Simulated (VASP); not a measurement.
# Zr (Im-3m) in VASP: settings compared

Aim: see how the results for Zr move with the level of theory and the settings. Levels: PBE, revPBE. Tasks: relaxation of cell and atoms.

All numbers are computed with VASP 6.6.1; they aren't measurements. Logs are shortened: lines on timing, memory, paths and dates and some standing lists are left out, and cuts for length are marked.

### Step 1. The cell of the first run

It takes space group Im-3m (No. 229, cubic). The conventional cell has a = 3.546 Å, b = 3.546 Å, c = 3.546 Å, α = 90.00°, β = 90.00°, γ = 90.00°. Zr (site symmetry m-3m) has 14 Zr at 3.07 to 3.55 Å within 4.0 Å.

### Step 2. Relaxation of cell and atoms, PBE

Contents of INCAR:

```
SYSTEM = Zr
PREC = Accurate
ENCUT = 600
EDIFF = 1E-7
ISMEAR = -1
SIGMA = 0.05
LREAL = .False.
LASPH = .True.
NELM = 80
ALGO = Normal
ISIF = 3
LWAVE = .False.
LCHARG = .False.
GGA = PE
IBRION = 2
NSW = 100
EDIFFG = -0.005
```

Contents of KPOINTS:

```
regular mesh
0
Gamma
  13 13 13
  0 0 0
```

Contents of POSCAR:

```
Zr
1.0
   -1.7727566677      1.7727566677      1.7727566677
    1.7727566677     -1.7727566677      1.7727566677
    1.7727566677      1.7727566677     -1.7727566677
Zr
1
Direct
    0.0000000000      0.0000000000      0.0000000000
```

Potentials or basis: VASP PAW PBE potentials, release 64 (Zr_sv).

Started as:

```
$ cat potpaw_PBE.64/Zr_sv/POTCAR > POTCAR
$ mpirun -np 1 vasp_std > vasp.out
```

OUTCAR:

```text
SYSTEM = Zr
   PREC = Accurate
   ENCUT = 600
   EDIFF = 1E-7
   ISMEAR = -1
   LREAL = .False.
   LASPH = .True.
   NELM = 80
   ISIF = 3
   GGA = PE
   IBRION = 2
   NSW = 100
   EDIFFG = -0.005

 ion  position               nearest neighbor table
   1  0.000  0.000  0.000-

  LATTYP: Found a body centered cubic cell.
 ALAT       =     3.5455133354

  Lattice vectors:

 A1 = (  -1.7727566677,   1.7727566677,   1.7727566677)
 A2 = (   1.7727566677,  -1.7727566677,   1.7727566677)
 A3 = (   1.7727566677,   1.7727566677,  -1.7727566677)

Analysis of symmetry for initial positions (statically):
=====================================================================
 Subroutine PRICEL returns:
 Original cell was already a primitive cell.

 Routine SETGRP: Setting up the symmetry group for a
 body centered cubic supercell.

 Subroutine GETGRP returns: Found 48 space group operations
 (whereof 48 operations were pure point group operations)
 out of a pool of 48 trial point group operations.

The static configuration has the point symmetry O_h .

Analysis of symmetry for dynamics (positions and initial velocities):
=====================================================================
 Subroutine PRICEL returns:
 Original cell was already a primitive cell.

 Routine SETGRP: Setting up the symmetry group for a
 body centered cubic supercell.

 Subroutine GETGRP returns: Found 48 space group operations
 (whereof 48 operations were pure point group operations)
 out of a pool of 48 trial point group operations.

The dynamic configuration has the point symmetry O_h .

 Subroutine INISYM returns: Found 48 space group operations
 (whereof 48 operations are pure point group operations),
 and found     1 'primitive' translations

----------------------------------------------------------------------------------------

                                     Primitive cell

  volume of cell :      22.2847

  direct lattice vectors                    reciprocal lattice vectors
    -1.772756668  1.772756668  1.772756668     0.000000000  0.282046605  0.282046605
     1.772756668 -1.772756668  1.772756668     0.282046605  0.000000000  0.282046605
     1.772756668  1.772756668 -1.772756668     0.282046605  0.282046605  0.000000000

  length of vectors
     3.070504618  3.070504618  3.070504618     0.398874134  0.398874134  0.398874134

  position of ions in fractional coordinates (direct lattice)
     0.000000000  0.000000000  0.000000000

  ion indices of the primitive-cell ions
   primitive index   ion index
                 1           1

----------------------------------------------------------------------------------------

 KPOINTS: regular mesh

Automatic generation of k-mesh.
 Grid dimensions read from file:
 generate k-points for:   13   13   13

 Generating k-lattice:

  Cartesian coordinates                     Fractional coordinates (reciprocal lattice)
     0.000000000  0.021695893  0.021695893     0.076923077  0.000000000  0.000000000
     0.021695893  0.000000000  0.021695893     0.000000000  0.076923077  0.000000000
     0.021695893  0.021695893  0.000000000     0.000000000  0.000000000  0.076923077

  Length of vectors
     0.030682626  0.030682626  0.030682626

  Shift w.r.t. Gamma in fractional coordinates (k-lattice)
     0.000000000  0.000000000  0.000000000

 Subroutine IBZKPT returns following result:
 ===========================================

 Found     84 irreducible k-points:

 Following reciprocal coordinates:
            Coordinates               Weight
  0.000000  0.000000  0.000000      1.000000
  0.076923  0.000000  0.000000     12.000000
  0.153846  0.000000  0.000000     12.000000
  0.230769  0.000000  0.000000     12.000000
  0.307692  0.000000  0.000000     12.000000
  0.384615  0.000000  0.000000     12.000000
[... 16 lines left out ...]
  0.153846  0.076923  0.076923     24.000000
  0.230769  0.076923  0.076923     24.000000
 [... further k-points ...]
   k-points           NKPTS =     84   k-points in BZ     NKDIM =     84   number of bands    NBANDS=     10
   number of dos      NEDOS =    301   number of ions     NIONS =      1
   total plane-waves  NPLWV =  21952
   dimension x,y,z NGX =    28 NGY =   28 NGZ =   28
   dimension x,y,z NGXF=    56 NGYF=   56 NGZF=   56
   ions per type =               1
   NGX,Y,Z   is equivalent  to a cutoff of  15.16, 15.16, 15.16 a.u.
   NGXF,Y,Z  is equivalent  to a cutoff of  30.32, 30.32, 30.32 a.u.
 SYSTEM =  Zr
   PREC   = accura    normal or accurate (medium, high low for compatibility)
   ISTART =      0    job   : 0-new  1-cont  2-samecut
   ICHARG =      2    charge: 1-file 2-atom 10-const
   ISPIN  =      1    spin polarized calculation?
   LNONCOLLINEAR =      F non collinear calculations
   LSORBIT =      F    spin-orbit coupling
   LASPH  =      T    aspherical Exc in radial PAW
   ENCUT  =  600.0 eV  44.10 Ry    6.64 a.u.   6.13  6.13  6.13*2*pi/ulx,y,z
   NELM   =     80;   NELMIN=  2; NELMDL= -5     # of ELM steps
   EDIFF  = 0.1E-06   stopping-criterion for ELM
   LREAL  =      F    real-space projection
   EDIFFG = -.5E-02   stopping-criterion for IOM
   NSW    =    100    number of steps for IOM
   IBRION =      2    ionic relax: 0-MD 1-quasi-New 2-CG
   NFREE  =      1    steps in history (QN), initial steepest desc. (CG)
   ISIF   =      3    stress and relaxation
   ISYM   =      2    0-nonsym 1-usesym 2-fastsym
   POTIM  = 0.5000    time-step for ionic-motion
   TEBEG  =    0.0;   TEEND  =   0.0 temperature during run
   PSTRESS=    0.0 pullay stress
   NELECT =      12.0000    total number of electrons
   NUPDOWN=      -1.0000    fix difference up-down
   EMIN   =  10.00;   EMAX   =-10.00  energy-range for DOS
   EFERMI =   0.00;   METHOD = LEGACY
   ISMEAR =    -1;   SIGMA  =   0.05  broadening in eV -4-tet -1-fermi 0-gaus
   EFERMI_NEDOS =   21; number of points for ismear=-14 and -15
   IALGO  =     38    algorithm
   IMIX   =      4    mixing-type and parameters
     AMIX     =   0.40;   BMIX     =  1.00
     AMIX_MAG =   1.60;   BMIX_MAG =  1.00
  volume/ion in A,a.u.               =      22.28       150.38
  Fermi-wavevector in a.u.,A,eV,Ry     =   1.331883  2.516894 24.135548  1.773913
  Thomas-Fermi vector in A             =   2.460860
   LORBIT       =      0    0 simple, 1 ext, 2 COOP (PROOUT), +10 PAW based schemes
   GGA     = PE    functional components
   LHFCALC =     F    Hartree Fock is set to
   AEXX    =    0.0000 exact exchange contribution
   IVDW    =     0    specifies the selected vdW correction
   LEPSILON=     F    determine dielectric tensor
   LRPA    =     F    only Hartree local field effects (RPA)
 conjugate gradient relaxation of ions
 non-spin polarized calculation
  energy-cutoff  :      600.00
  volume of cell :       22.28
 maximum number of plane-waves:       767
 NGX is ok and might be reduce to    28
   NGX = 13   NGY = 13   NGZ = 13

--------------------------------------- Ionic step        1  -------------------------------------------

 number of electron      12.0000000 magnetization

 Free energy of the ion-electron system (eV)
  ---------------------------------------------------
  ext. energy  EPLUGINS =         0.00000000
  ---------------------------------------------------
  free energy    TOTEN  =        -8.43924988 eV

  energy without entropy =       -8.42392551  energy(sigma->0) =       -8.43158770

------------------------ aborting loop because EDIFF is reached ----------------------------------------

  FORCE on cell =-STRESS in cart. coord.  units (eV):
  Direction    XX          YY          ZZ          XY          YZ          ZX
  --------------------------------------------------------------------------------------
  -------------------------------------------------------------------------------------
  Total        0.3030154      0.3030154      0.3030154      0.0000000     -0.0000000     -0.0000000
  in kB       21.7855221     21.7855221     21.7855221      0.0000000     -0.0000000     -0.0000000
  external PRESSURE =      21.7855221 kB  Pullay stress =       0.0000000 kB
[... 55 lines left out ...]
  energy  without entropy=       -8.4234103657  energy(sigma->0) =       -8.43185144

--------------------------------------- Ionic step        3  -------------------------------------------

 number of electron      12.0000000 magnetization

 Free energy of the ion-electron system (eV)
  ---------------------------------------------------
  ext. energy  EPLUGINS =         0.00000000
  ---------------------------------------------------
  free energy    TOTEN  =        -8.44278782 eV

  energy without entropy =       -8.42660798  energy(sigma->0) =       -8.43469790

 E-fermi :   8.9467     XC(G=0): -11.1681

 val. band max:        8.9314285711   @ k =  -0.3077  -0.4615   0.0769
 cond. band min:       8.9514545979   @ k =   0.2308   0.2308   0.0000
 fundamental gap:      0.0200260268
 Fermi energy:         8.9467373689

 k-point     1 :       0.0000    0.0000    0.0000
  band No.  band energies     occupation
      1     -39.5155      2.00000
      2     -17.0001      2.00000
      3     -17.0001      2.00000
      4     -17.0001      2.00000
      5       3.5347      2.00000
      6      10.0703      0.00000
      7      10.0703      0.00000
      8      10.0703      0.00000
      9      12.5946      0.00000
     10      12.5946      0.00000
[... 287 lines left out ...]
 k-point    24 :       0.2308    0.0769    0.0769
  band No.  band energies     occupation
      1     -39.3969      2.00000
      2     -17.7350      2.00000
      3     -17.2227      2.00000
      4     -17.0579      2.00000
      5       6.1886      2.00000
      6       8.5824      1.99863
      7       8.8973      1.45750
      8      12.4464      0.00000
      9      12.9094      0.00000
     10      13.7823      0.00000

 [... further k-points ...]
[... 5 lines left out ...]
  --------------------------------------------------------------------------------------
  -------------------------------------------------------------------------------------
  Total       -0.0000309     -0.0000309     -0.0000309     -0.0000000     -0.0000000      0.0000000
  in kB       -0.0021725     -0.0021725     -0.0021725     -0.0000000     -0.0000000      0.0000000
  external PRESSURE =      -0.0021725 kB  Pullay stress =       0.0000000 kB
[... 16 lines left out ...]
  FREE ENERGIE OF THE ION-ELECTRON SYSTEM (eV)
  ---------------------------------------------------
  free  energy   TOTEN  =        -8.4427878208 eV

  energy  without entropy=       -8.4266079762  energy(sigma->0) =       -8.43469790

 reached required accuracy - stopping structural energy minimisation
```

It took 1.9 min on 1 thread of Intel Xeon 6975P-C, shared host; peak memory 0.18 GiB.

What came out:

| Quantity | Value |
| --- | --- |
| Free energy | -8.4428 eV |
| Relaxed volume | 22.82 Å³/atom |
| Relaxed cell | a = 3.095 Å, b = 3.095 Å, c = 3.095 Å, α = 109.47°, β = 109.47°, γ = 109.47° |
| Space group after relaxing (to 0.05 Å) | Im-3m (No. 229) |
| Energy gained by relaxing | 3.5 meV/atom |
| Ionic steps | 3 |
| Pressure after relaxing | 0.0 GPa |
| Band gap on the k mesh | zero (band 6 reaches 10.07 eV, above the bottom of band 7 at 8.34 eV) |

The path:
| step | energy change (eV) | largest force (eV/Å) | pressure (GPa) | volume (Å³) |
| --- | --- | --- | --- | --- |
| 1 | 0.0000 | 0.0000 | 2.18 | 22.28 |
| 2 | -0.0010 | 0.0000 | -1.70 | 23.28 |
| 3 | -0.0035 | 0.0000 | 0.00 | 22.82 |

Final structure:
```
CELL_PARAMETERS angstrom
-1.78673 1.78673 1.78673
1.78673 -1.78673 1.78673
1.78673 1.78673 -1.78673
ATOMIC_POSITIONS crystal
Zr 0.00000 0.00000 0.00000
```

Levels at points of the mesh, in eV from the Fermi level:
```tsv
k point	band 4	band 5	band 6	band 7	band 8	band 9
(0.00, 0.00, 0.00)	-25.95	-5.41	1.12	1.12	1.12	3.65
```

### Step 3. Relaxation of cell and atoms, revPBE

Contents of INCAR:

```
PREC = Accurate ; ENCUT = 600
EDIFF = 1E-6 ; ISMEAR = -1
SIGMA = 0.05 ; LREAL = False
LASPH = True ; NELM = 60
ALGO = Normal ; ISIF = 3
LWAVE = False ; LCHARG = False
GGA = RE ; IBRION = 2
NSW = 100 ; EDIFFG = -0.005
```

Contents of KPOINTS:

```
Automatic mesh
0
Gamma
  13 13 13
```

POSCAR is that of step 2.

Potentials or basis: VASP PAW PBE potentials, release 64 (Zr_sv).

Started as:

```
$ cat potpaw_PBE.64/Zr_sv/POTCAR > POTCAR
$ mpirun -np 1 vasp_std > vasp.out
```

OUTCAR:

```text
PREC = Accurate
   ENCUT = 600
   EDIFF = 1E-6
   ISMEAR = -1
   LREAL = False
   LASPH = True
   NELM = 60
   ISIF = 3
   GGA = RE
   IBRION = 2
   NSW = 100
   EDIFFG = -0.005

 ion  position               nearest neighbor table
   1  0.000  0.000  0.000-

  LATTYP: Found a body centered cubic cell.
 ALAT       =     3.5455133354

  Lattice vectors:

 A1 = (  -1.7727566677,   1.7727566677,   1.7727566677)
 A2 = (   1.7727566677,  -1.7727566677,   1.7727566677)
 A3 = (   1.7727566677,   1.7727566677,  -1.7727566677)

Analysis of symmetry for initial positions (statically):
=====================================================================
 Subroutine PRICEL returns:
 Original cell was already a primitive cell.

 Routine SETGRP: Setting up the symmetry group for a
 body centered cubic supercell.

 Subroutine GETGRP returns: Found 48 space group operations
 (whereof 48 operations were pure point group operations)
 out of a pool of 48 trial point group operations.

[... 167 lines left out ...]
  --------------------------------------------------------------------------------------
  -------------------------------------------------------------------------------------
  Total        0.5356805      0.5356805      0.5356805     -0.0000000      0.0000000      0.0000000
  in kB       38.5131514     38.5131514     38.5131514     -0.0000000      0.0000000      0.0000000
  external PRESSURE =      38.5131514 kB  Pullay stress =       0.0000000 kB
[... 57 lines left out ...]
--------------------------------------- Ionic step        3  -------------------------------------------

 number of electron      12.0000000 magnetization

 Free energy of the ion-electron system (eV)
  ---------------------------------------------------
  ext. energy  EPLUGINS =         0.00000000
  ---------------------------------------------------
  free energy    TOTEN  =        -8.09639987 eV

  energy without entropy =       -8.07948552  energy(sigma->0) =       -8.08794269

 E-fermi :   8.8036     XC(G=0): -11.0294

 val. band max:        8.8025204333   @ k =  -0.3077   0.3077   0.0769
 cond. band min:       8.8277882558   @ k =   0.2308   0.1538   0.0000
 fundamental gap:      0.0252678224
 Fermi energy:         8.8035756747

 k-point     1 :       0.0000    0.0000    0.0000
  band No.  band energies     occupation
      1     -39.7237      2.00000
      2     -17.2373      2.00000
      3     -17.2373      2.00000
      4     -17.2373      2.00000
      5       3.4226      2.00000
      6       9.9214      0.00000
      7       9.9214      0.00000
      8       9.9214      0.00000
      9      12.3876      0.00000
     10      12.3876      0.00000
[... 287 lines left out ...]
 k-point    24 :       0.2308    0.0769    0.0769
  band No.  band energies     occupation
      1     -39.6142      2.00000
      2     -17.9264      2.00000
      3     -17.4462      2.00000
      4     -17.2911      2.00000
      5       6.0476      2.00000
      6       8.4651      1.99770
      7       8.7513      1.47983
      8      12.2409      0.00000
      9      12.6928      0.00000
     10      13.5312      0.00000

 [... further k-points ...]
[... 5 lines left out ...]
  --------------------------------------------------------------------------------------
  -------------------------------------------------------------------------------------
  Total       -0.0011371     -0.0011371     -0.0011371      0.0000000      0.0000000     -0.0000000
  in kB       -0.0783569     -0.0783569     -0.0783569      0.0000000      0.0000000     -0.0000000
  external PRESSURE =      -0.0783569 kB  Pullay stress =       0.0000000 kB
[... 16 lines left out ...]
  FREE ENERGIE OF THE ION-ELECTRON SYSTEM (eV)
  ---------------------------------------------------
  free  energy   TOTEN  =        -8.0963998663 eV

  energy  without entropy=       -8.0794855200  energy(sigma->0) =       -8.08794269

 reached required accuracy - stopping structural energy minimisation
```

CONTCAR:

```text
Zr
   1.00000000000000
    -1.7979781964091339    1.7979781964091339    1.7979781964091339
     1.7979781964091339   -1.7979781964091339    1.7979781964091339
     1.7979781964091339    1.7979781964091339   -1.7979781964091339
  Zr
     1
Direct
     0.0000000000000000    0.0000000000000000    0.0000000000000000

  0.00000000E+00  0.00000000E+00  0.00000000E+00
```

Run time: 1.9 min. Hardware: 1 thread of Intel Xeon 6975P-C, shared host; peak memory 0.18 GiB.

Results:

```
Free energy                            : -8.0964 eV
Relaxed volume                         : 23.25 Å³/atom
Relaxed cell                           : a = 3.114 Å, b = 3.114 Å, c = 3.114 Å, α = 109.47°, β = 109.47°, γ = 109.47°
Space group after relaxing (to 0.05 Å) : Im-3m (No. 229)
Energy gained by relaxing              : 11.2 meV/atom
Ionic steps                            : 3
Pressure after relaxing                : 0.0 GPa
Band gap on the k mesh                 : zero (band 6 reaches 9.92 eV, above the bottom of band 7 at 8.21 eV)
```

The path:
```tsv
step	energy change (eV)	largest force (eV/Å)	pressure (GPa)	volume (Å³)
1	0.0000	0.0000	3.85	22.28
2	-0.0041	0.0000	-2.73	24.06
3	-0.0112	0.0000	-0.01	23.25
```

Final structure:
```cif
data_structure
_symmetry_space_group_name_H-M 'P 1'
_symmetry_Int_Tables_number 1
_cell_length_a 3.1142
_cell_length_b 3.1142
_cell_length_c 3.1142
_cell_angle_alpha 109.471
_cell_angle_beta 109.471
_cell_angle_gamma 109.471
_cell_volume 23.25
loop_
_atom_site_label
_atom_site_type_symbol
_atom_site_fract_x
_atom_site_fract_y
_atom_site_fract_z
_atom_site_occupancy
Zr1 Zr 0.00000 0.00000 0.00000 1
```

Caveat: the PAW data sets were made with another functional, which shifts forces and pressure a little.
